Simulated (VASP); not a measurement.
# Ge (Fd-3m) in VASP: a series of runs

Ge is run at these levels: PBE; tasks: single point, relaxation of cell and atoms.

Everything below comes from runs of VASP 6.6.1. Logs are shortened: lines on timing, memory, paths and dates and some standing lists are left out, and cuts for length are marked.

### 1 The cell of the first run

The structure is cubic, space group Fd-3m (No. 227). Conventional cell: a = 5.766 Å, b = 5.766 Å, c = 5.766 Å, α = 90.00°, β = 90.00°, γ = 90.00°. Ge (site symmetry -43m) has 4 Ge at 2.50 Å within 3.3 Å.

### 2 Single point, PBE

INCAR reads:

```
ALGO = Normal
EDIFF = 1E-6
ENCUT = 500
GGA = PE
GGA_COMPAT = F
ISIF = 2
ISMEAR = -1
LASPH = T
LCHARG = F
LREAL = F
LWAVE = F
NBANDS = 21
NELM = 120
PREC = Accurate
SIGMA = 0.05
```

KPOINTS reads:

```
k-points
0
Gamma
  6 6 6
```

POSCAR reads:

```
Ge
1.0
    0.0000000000      2.8827813379      2.8827813379
    2.8827813379      0.0000000000      2.8827813379
    2.8827813379      2.8827813379      0.0000000000
Ge
2
Direct
    1.0000000000      1.0000000000      1.0000000000
    0.2500000000      0.2500000000      0.2500000000
```

Potentials or basis: VASP PAW PBE potentials, release 64 (Ge_d).

The run is started by

```bash
$ cat potpaw_PBE.64/Ge_d/POTCAR > POTCAR
$ mpirun -np 1 vasp_std > vasp.out
```

OUTCAR:

```text
EDIFF = 1E-6
   ENCUT = 500
   GGA = PE
   ISIF = 2
   ISMEAR = -1
   LASPH = T
   LREAL = F
   NELM = 120
   PREC = Accurate

 ion  position               nearest neighbor table
   1  0.000  0.000  0.000-   2 2.50   2 2.50   2 2.50   2 2.50
   2  0.250  0.250  0.250-   1 2.50   1 2.50   1 2.50   1 2.50

  LATTYP: Found a face centered cubic cell.
 ALAT       =     5.7655626758

  Lattice vectors:

 A1 = (   0.0000000000,   2.8827813379,   2.8827813379)
 A2 = (   2.8827813379,   0.0000000000,   2.8827813379)
 A3 = (   2.8827813379,   2.8827813379,   0.0000000000)

Analysis of symmetry for initial positions (statically):
=====================================================================
 Subroutine PRICEL returns:
 Original cell was already a primitive cell.

 Routine SETGRP: Setting up the symmetry group for a
 face centered cubic supercell.

 Subroutine GETGRP returns: Found 48 space group operations
 (whereof 24 operations were pure point group operations)
 out of a pool of 48 trial point group operations.

The static configuration has the point symmetry T_d .
 The point group associated with its full space group is O_h .

Analysis of symmetry for dynamics (positions and initial velocities):
=====================================================================
 Subroutine PRICEL returns:
 Original cell was already a primitive cell.

 Routine SETGRP: Setting up the symmetry group for a
 face centered cubic supercell.

 Subroutine GETGRP returns: Found 48 space group operations
 (whereof 24 operations were pure point group operations)
 out of a pool of 48 trial point group operations.

The dynamic configuration has the point symmetry T_d .
 The point group associated with its full space group is O_h .

 Subroutine INISYM returns: Found 48 space group operations
 (whereof 24 operations are pure point group operations),
 and found     1 'primitive' translations

----------------------------------------------------------------------------------------

                                     Primitive cell

  volume of cell :      47.9143

  direct lattice vectors                    reciprocal lattice vectors
     0.000000000  2.882781338  2.882781338    -0.173443609  0.173443609  0.173443609
     2.882781338  0.000000000  2.882781338     0.173443609 -0.173443609  0.173443609
     2.882781338  2.882781338  0.000000000     0.173443609  0.173443609 -0.173443609

  length of vectors
     4.076868465  4.076868465  4.076868465     0.300413144  0.300413144  0.300413144

  position of ions in fractional coordinates (direct lattice)
     0.000000000  0.000000000  0.000000000
     0.250000000  0.250000000  0.250000000

  ion indices of the primitive-cell ions
   primitive index   ion index
                 1           1
                 2           2

----------------------------------------------------------------------------------------

 KPOINTS: k-points

Automatic generation of k-mesh.
 Grid dimensions read from file:
 generate k-points for:    6    6    6

 Generating k-lattice:

  Cartesian coordinates                     Fractional coordinates (reciprocal lattice)
    -0.028907268  0.028907268  0.028907268     0.166666667  0.000000000  0.000000000
     0.028907268 -0.028907268  0.028907268     0.000000000  0.166666667  0.000000000
     0.028907268  0.028907268 -0.028907268     0.000000000  0.000000000  0.166666667

  Length of vectors
     0.050068857  0.050068857  0.050068857

  Shift w.r.t. Gamma in fractional coordinates (k-lattice)
     0.000000000  0.000000000  0.000000000

 Subroutine IBZKPT returns following result:
 ===========================================

 Found     16 irreducible k-points:

 Following reciprocal coordinates:
            Coordinates               Weight
  0.000000  0.000000  0.000000      1.000000
  0.166667  0.000000  0.000000      8.000000
  0.333333  0.000000  0.000000      8.000000
  0.500000  0.000000  0.000000      4.000000
  0.166667  0.166667  0.000000      6.000000
  0.333333  0.166667  0.000000     24.000000
[... 8 lines left out ...]
 -0.333333  0.333333  0.166667     24.000000
 -0.333333  0.500000  0.166667     12.000000
   k-points           NKPTS =     16   k-points in BZ     NKDIM =     16   number of bands    NBANDS=     21
   number of dos      NEDOS =    301   number of ions     NIONS =      2
   total plane-waves  NPLWV =  27000
   dimension x,y,z NGX =    30 NGY =   30 NGZ =   30
   dimension x,y,z NGXF=    60 NGYF=   60 NGZF=   60
   ions per type =               2
   NGX,Y,Z   is equivalent  to a cutoff of  12.23, 12.23, 12.23 a.u.
   NGXF,Y,Z  is equivalent  to a cutoff of  24.47, 24.47, 24.47 a.u.
 SYSTEM =  unknown system
   PREC   = accura    normal or accurate (medium, high low for compatibility)
   ISTART =      0    job   : 0-new  1-cont  2-samecut
   ICHARG =      2    charge: 1-file 2-atom 10-const
   ISPIN  =      1    spin polarized calculation?
   LNONCOLLINEAR =      F non collinear calculations
   LSORBIT =      F    spin-orbit coupling
   LASPH  =      T    aspherical Exc in radial PAW
   ENCUT  =  500.0 eV  36.75 Ry    6.06 a.u.   7.43  7.43  7.43*2*pi/ulx,y,z
   NELM   =    120;   NELMIN=  2; NELMDL= -5     # of ELM steps
   EDIFF  = 0.1E-05   stopping-criterion for ELM
   LREAL  =      F    real-space projection
   EDIFFG = 0.1E-04   stopping-criterion for IOM
   NSW    =      0    number of steps for IOM
   IBRION =     -1    ionic relax: 0-MD 1-quasi-New 2-CG
   NFREE  =      0    steps in history (QN), initial steepest desc. (CG)
   ISIF   =      2    stress and relaxation
   ISYM   =      2    0-nonsym 1-usesym 2-fastsym
   POTIM  = 0.5000    time-step for ionic-motion
   TEBEG  =    0.0;   TEEND  =   0.0 temperature during run
   PSTRESS=    0.0 pullay stress
   NELECT =      28.0000    total number of electrons
   NUPDOWN=      -1.0000    fix difference up-down
   EMIN   =  10.00;   EMAX   =-10.00  energy-range for DOS
   EFERMI =   0.00;   METHOD = LEGACY
   ISMEAR =    -1;   SIGMA  =   0.05  broadening in eV -4-tet -1-fermi 0-gaus
   EFERMI_NEDOS =   21; number of points for ismear=-14 and -15
   IALGO  =     38    algorithm
   IMIX   =      4    mixing-type and parameters
     AMIX     =   0.40;   BMIX     =  1.00
     AMIX_MAG =   1.60;   BMIX_MAG =  1.00
  volume/ion in A,a.u.               =      23.96       161.67
  Fermi-wavevector in a.u.,A,eV,Ry     =   1.368692  2.586453 25.488045  1.873318
  Thomas-Fermi vector in A             =   2.494634
   LORBIT       =      0    0 simple, 1 ext, 2 COOP (PROOUT), +10 PAW based schemes
   GGA     = PE    functional components
   LHFCALC =     F    Hartree Fock is set to
   AEXX    =    0.0000 exact exchange contribution
   IVDW    =     0    specifies the selected vdW correction
   LEPSILON=     F    determine dielectric tensor
   LRPA    =     F    only Hartree local field effects (RPA)
 non-spin polarized calculation
  energy-cutoff  :      500.00
  volume of cell :       47.91
 maximum number of plane-waves:      1243
 NGX is ok and might be reduce to    30
   NGX = 15   NGY = 15   NGZ = 15

 number of electron      27.9999977 magnetization

 Free energy of the ion-electron system (eV)
  ---------------------------------------------------
  ext. energy  EPLUGINS =         0.00000000
  ---------------------------------------------------
  free energy    TOTEN  =        -8.99430356 eV

  energy without entropy =       -8.99227891  energy(sigma->0) =       -8.99329124

 E-fermi :   4.4278     XC(G=0):  -9.6525

 val. band max:        3.9938565261   @ k =   0.0000   0.0000   0.0000
 cond. band min:       4.4650046956   @ k =   0.0000   0.0000   0.0000
 fundamental gap:      0.4711481694
 Fermi energy:         4.4278064749

 k-point     1 :       0.0000    0.0000    0.0000
  band No.  band energies     occupation
      1     -20.2745      2.00000
      2     -20.2745      2.00000
      3     -20.2745      2.00000
      4     -20.2426      2.00000
      5     -20.2426      2.00000
      6     -20.0606      2.00000
[... 13 lines left out ...]
     20      13.7930      0.00000
     21      13.7930      0.00000

 k-point     2 :       0.1667    0.0000    0.0000
  band No.  band energies     occupation
      1     -20.2846      2.00000
      2     -20.2846      2.00000
      3     -20.2707      2.00000
      4     -20.2278      2.00000
      5     -20.2278      2.00000
      6     -20.0765      2.00000
[... 13 lines left out ...]
     20      12.7354      0.00000
     21      12.7354      0.00000

 k-point     3 :       0.3333    0.0000    0.0000
  band No.  band energies     occupation
      1     -20.2935      2.00000
      2     -20.2935      2.00000
      3     -20.2629      2.00000
      4     -20.2113      2.00000
      5     -20.2113      2.00000
      6     -20.0893      2.00000
[... 13 lines left out ...]
     20      13.2968      0.00000
     21      13.2968      0.00000

 k-point     4 :       0.5000    0.0000    0.0000
  band No.  band energies     occupation
      1     -20.2957      2.00000
      2     -20.2957      2.00000
      3     -20.2588      2.00000
      4     -20.2064      2.00000
      5     -20.2064      2.00000
      6     -20.0924      2.00000
[... 13 lines left out ...]
     20      14.8858      0.00000
     21      15.3911      0.00000

 k-point     5 :       0.1667    0.1667    0.0000
  band No.  band energies     occupation
      1     -20.2828      2.00000
      2     -20.2828      2.00000
      3     -20.2815      2.00000
      4     -20.2293      2.00000
      5     -20.2108      2.00000
      6     -20.1048      2.00000
[... 13 lines left out ...]
     20      12.6516      0.00000
     21      14.2508      0.00000

 k-point     6 :       0.3333    0.1667    0.0000
  band No.  band energies     occupation
      1     -20.3000      2.00000
      2     -20.2919      2.00000
      3     -20.2647      2.00000
      4     -20.2117      2.00000
      5     -20.1890      2.00000
      6     -20.1266      2.00000
[... 13 lines left out ...]
     20      13.9816      0.00000
     21      14.5594      0.00000

 k-point     7 :       0.5000    0.1667    0.0000
  band No.  band energies     occupation
      1     -20.3098      2.00000
      2     -20.2988      2.00000
      3     -20.2443      2.00000
      4     -20.1952      2.00000
      5     -20.1881      2.00000
      6     -20.1227      2.00000
[... 13 lines left out ...]
     20      15.1065      0.00000
     21      15.4207      0.00000

 k-point     8 :      -0.3333    0.1667    0.0000
  band No.  band energies     occupation
      1     -20.3070      2.00000
      2     -20.3014      2.00000
      3     -20.2411      2.00000
      4     -20.2052      2.00000
      5     -20.1888      2.00000
      6     -20.1119      2.00000
[... 13 lines left out ...]
     20      13.3785      0.00000
     21      15.1889      0.00000

 k-point     9 :      -0.1667    0.1667    0.0000
  band No.  band energies     occupation
      1     -20.2964      2.00000
      2     -20.2928      2.00000
      3     -20.2601      2.00000
      4     -20.2199      2.00000
      5     -20.2048      2.00000
      6     -20.1003      2.00000
[... 13 lines left out ...]
     20      13.5868      0.00000
     21      13.5890      0.00000

 k-point    10 :       0.3333    0.3333    0.0000
  band No.  band energies     occupation
      1     -20.2975      2.00000
      2     -20.2975      2.00000
      3     -20.2690      2.00000
      4     -20.1932      2.00000
      5     -20.1681      2.00000
      6     -20.1540      2.00000
[... 13 lines left out ...]
     20      15.6282      0.00000
     21      15.9222      0.00000

 k-point    11 :       0.5000    0.3333    0.0000
  band No.  band energies     occupation
      1     -20.3121      2.00000
      2     -20.3028      2.00000
      3     -20.2399      2.00000
      4     -20.1844      2.00000
      5     -20.1709      2.00000
      6     -20.1367      2.00000
[... 13 lines left out ...]
     20      15.8514      0.00000
     21      15.9209      0.00000

 k-point    12 :      -0.3333    0.3333    0.0000
  band No.  band energies     occupation
      1     -20.3191      2.00000
      2     -20.3050      2.00000
      3     -20.2266      2.00000
      4     -20.1670      2.00000
      5     -20.1623      2.00000
      6     -20.1497      2.00000
[... 13 lines left out ...]
     20      13.2737      0.00000
     21      17.5375      0.00000

 k-point    13 :       0.5000    0.5000    0.0000
  band No.  band energies     occupation
      1     -20.3042      2.00000
      2     -20.3042      2.00000
      3     -20.2284      2.00000
      4     -20.2284      2.00000
      5     -20.1450      2.00000
      6     -20.1450      2.00000
[... 13 lines left out ...]
     20      15.5218      0.00000
     21      16.9949      0.00000

 k-point    14 :       0.5000    0.3333    0.1667
  band No.  band energies     occupation
      1     -20.3085      2.00000
      2     -20.3057      2.00000
      3     -20.2401      2.00000
      4     -20.1940      2.00000
      5     -20.1649      2.00000
      6     -20.1499      2.00000
[... 13 lines left out ...]
     20      14.1108      0.00000
     21      16.4529      0.00000

 k-point    15 :      -0.3333    0.3333    0.1667
  band No.  band energies     occupation
      1     -20.3171      2.00000
      2     -20.3083      2.00000
      3     -20.2210      2.00000
      4     -20.1783      2.00000
      5     -20.1593      2.00000
      6     -20.1518      2.00000
[... 13 lines left out ...]
     20      15.9084      0.00000
     21      15.9414      0.00000

 k-point    16 :      -0.3333    0.5000    0.1667
  band No.  band energies     occupation
      1     -20.3132      2.00000
      2     -20.3132      2.00000
      3     -20.2033      2.00000
      4     -20.2033      2.00000
      5     -20.1479      2.00000
      6     -20.1479      2.00000
[... 13 lines left out ...]
     20      15.0702      0.00000
     21      17.0201      0.00000

------------------------ aborting loop because EDIFF is reached ----------------------------------------

  FORCE on cell =-STRESS in cart. coord.  units (eV):
  Direction    XX          YY          ZZ          XY          YZ          ZX
  --------------------------------------------------------------------------------------
  -------------------------------------------------------------------------------------
  Total       -0.0355776     -0.0355776     -0.0355776     -0.0000000      0.0000000     -0.0000000
  in kB       -1.1896566     -1.1896566     -1.1896566     -0.0000000      0.0000000     -0.0000000
  external PRESSURE =      -1.1896566 kB  Pullay stress =       0.0000000 kB

 VOLUME and BASIS-vectors are now :
 -----------------------------------------------------------------------------
  energy-cutoff  :      500.00
  volume of cell :       47.91
      direct lattice vectors                 reciprocal lattice vectors
     0.000000000  2.882781338  2.882781338    -0.173443609  0.173443609  0.173443609
     2.882781338  0.000000000  2.882781338     0.173443609 -0.173443609  0.173443609
     2.882781338  2.882781338  0.000000000     0.173443609  0.173443609 -0.173443609

 POSITION                                       TOTAL-FORCE (eV/Angst)
 -----------------------------------------------------------------------------------
      0.00000      0.00000      0.00000        -0.000000     -0.000000     -0.000000
      1.44139      1.44139      1.44139         0.000000      0.000000      0.000000
 -----------------------------------------------------------------------------------
    total drift:                                0.000000      0.000000      0.000000

  FREE ENERGIE OF THE ION-ELECTRON SYSTEM (eV)
  ---------------------------------------------------
  free  energy   TOTEN  =        -8.9943035633 eV

  energy  without entropy=       -8.9922789070  energy(sigma->0) =       -8.99329124
```

Run time: 14 s. Hardware: 1 thread of Intel Xeon Platinum 8488C (Sapphire Rapids), shared host; peak memory 0.16 GiB.

What came out:

| Property | Result |
| --- | --- |
| Free energy | -8.9943 eV |
| Pressure | -0.1 GPa |
| Band gap on the k mesh | zero (filled and empty bands touch) |

Caveat: semilocal functionals underestimate gaps, so a narrow gap can read as zero.

### 3 Relaxation of cell and atoms, PBE

This run uses another cell than the first one, of 22.67 Å³/atom.

INCAR reads:

```
  PREC = Accurate
  ENCUT = 500
  EDIFF = 1E-7
  ISMEAR = -1
  SIGMA = 0.05
  LREAL = False
  LASPH = True
  NELM = 120
  ALGO = Normal
  ISIF = 3
  LWAVE = False
  LCHARG = False
  GGA = PE
  IBRION = 2
  NSW = 60
  EDIFFG = -0.03
  GGA_COMPAT = False
  NELMIN = 4
```

KPOINTS reads:

```
regular mesh
0
Gamma
  6 6 6
```

POSCAR reads:

```
Ge
1.0
    0.0000000000      2.8300000000      2.8300000000
    2.8300000000      0.0000000000      2.8300000000
    2.8300000000      2.8300000000      0.0000000000
Ge
2
Direct
    1.0000000000      1.0000000000      1.0000000000
    0.2500000000      0.2500000000      0.2500000000
```

Potentials or basis: VASP PAW PBE potentials, release 64 (Ge_d).

The run is started by

```bash
$ cat potpaw_PBE.64/Ge_d/POTCAR > POTCAR
$ mpirun -np 1 vasp_std > vasp.out
```

Run time: 29 s. Hardware: 1 thread of Intel Xeon Platinum 8488C (Sapphire Rapids), shared host; peak memory 0.16 GiB.

The run converged. Its results:

```
Free energy                           : -8.9922 eV
Relaxed volume                        : 23.90 Å³/atom
Relaxed cell                          : a = 4.073 Å, b = 4.073 Å, c = 4.073 Å, α = 60.00°, β = 60.00°, γ = 60.00°
Space group after relaxing (to 0.1 Å) : Fd-3m (No. 227)
Energy gained by relaxing             : 12.9 meV/atom
Ionic steps                           : 3
Pressure after relaxing               : 0.0 GPa
Band gap on the k mesh                : zero (filled and empty bands touch)
```

Step by step:
```csv
step,energy change (eV),largest force (eV/Å),pressure (GPa),volume (Å³)
1,0.0000,0.0000,3.43,45.33
2,-0.0232,0.0000,-0.99,48.59
3,-0.0257,0.0000,-0.02,47.79
```

Final structure:
```xyz
2
Lattice="0.0000 2.8803 2.8803 2.8803 0.0000 2.8803 2.8803 2.8803 0.0000" Properties=species:S:1:pos:R:3 pbc="T T T"
Ge    0.0000    0.0000    0.0000
Ge    1.4402    1.4402    1.4402
```

Levels at points of the mesh, in eV from the Fermi level:
```csv
k point,band 12,band 13,band 14,band 15,band 16,band 17
"(0.00, 0.00, 0.00)",-0.42,0.03,0.03,0.03,2.56,2.56
"(0.50, 0.00, 0.00)",-7.33,-1.29,-1.29,0.06,3.75,3.75
"(0.50, 0.50, 0.00)",-8.66,-2.86,-2.86,0.85,0.85,9.11
```

Caveat: semilocal functionals underestimate gaps, so a narrow gap can read as zero.
